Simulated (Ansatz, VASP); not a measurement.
Si5Mo: VASP beside Ansatz

INCAR

```
SYSTEM = Si5Mo
PREC = Accurate
ENCUT = 520
EDIFF = 1E-6
ISMEAR = 0
SIGMA = 0.1
LREAL = .FALSE.
LASPH = .TRUE.
NELM = 150
ALGO = Normal
ISIF = 2
LWAVE = .FALSE.
LCHARG = .FALSE.
ISPIN = 2
MAGMOM = 0 0 0 0 0 1
LORBIT = 11
LMAXMIX = 4
GGA = PE
NBANDS = 30
```

File KPOINTS:

```
Automatic mesh
0
G
  6 6 2
  0 0 0
```

The input POSCAR:

```
Si5Mo
1.0
    2.9491082376      0.0000000000      0.0000000000
   -1.4745541188      2.5540026523      0.0000000000
    0.0000000000      0.0000000000     11.8684415366
Si Mo
5 1
Direct
    0.6666666667      0.3333333333      0.8372958515
    0.0000000000      0.0000000000      0.6708378666
    0.6666666667      0.3333333333      0.5000000000
    0.0000000000      0.0000000000      0.3291621334
    0.6666666667      0.3333333333      0.1627041485
    0.0000000000      0.0000000000      0.0000000000
```

Input for Ansatz:

```yaml
crystal:
  lattice:
    - [2.9491082376, 0.0, 0.0]
    - [-1.4745541188, 2.5540026523, 0.0]
    - [0.0, 0.0, 11.8684415366]
  atoms:
    - { symbol: Si, position: [0.6666666667, 0.3333333333, 0.8372958515] }
    - { symbol: Si, position: [0.0, 0.0, 0.6708378666] }
    - { symbol: Si, position: [0.6666666667, 0.3333333333, 0.5] }
    - { symbol: Si, position: [0.0, 0.0, 0.3291621334] }
    - { symbol: Si, position: [0.6666666667, 0.3333333333, 0.1627041485] }
    - { symbol: Mo, position: [0.0, 0.0, 0.0], spin: 1.0 }
basis:
  ecutwfc: 420
kpoints:
  mp_grid: { grid: [6, 6, 2] }
hamiltonian:
  xc: pbe
scf:
  occupations: { method: gaussian, width: 0.1 }
  lower_state_search: "off"
output:
  forces: true
  stress: true
  eigenvalues: true
  populations: true
magnetization:
  spin_polarized: true
```

Change from the starting cell: species swapped into the MgCd5 type (P-6m2, No. 187).

Alike in both runs: task single point; functional PBE; k mesh 6 × 6 × 2; occupations gaussian, width 0.1 eV; collinear spin.

|  | VASP | Ansatz |
| --- | --- | --- |
| version | VASP 6.6.1 | Ansatz 0.2.0 |
| potentials or method | VASP PAW PBE potentials, release 64 (Si, Mo_sv), cutoff 520 eV | scalar-relativistic, plane waves, PAW |
| valence electrons in the cell | 34 | 34 |

|  | VASP | Ansatz | Ansatz less VASP |
| --- | --- | --- | --- |
| gap on the k mesh at the Fermi level (eV) | none | none | - |
| pressure (GPa) | 0.1 | 0.1 | -0.05 |
| rms of the force components (eV/Å) | 0.007 | 0.010 | +0.0030 |
| net moment per atom (μB) | 0.00 | 0.00 | 0.000 |

Atom by atom the forces differ by 0.006 eV/Å (rms over components). A gap of «none» marks a metal or a gap that the smearing closes. Ansatz's warnings: seeded moment not kept.

The k mesh is coarse, so the values compare programs but aren't converged.
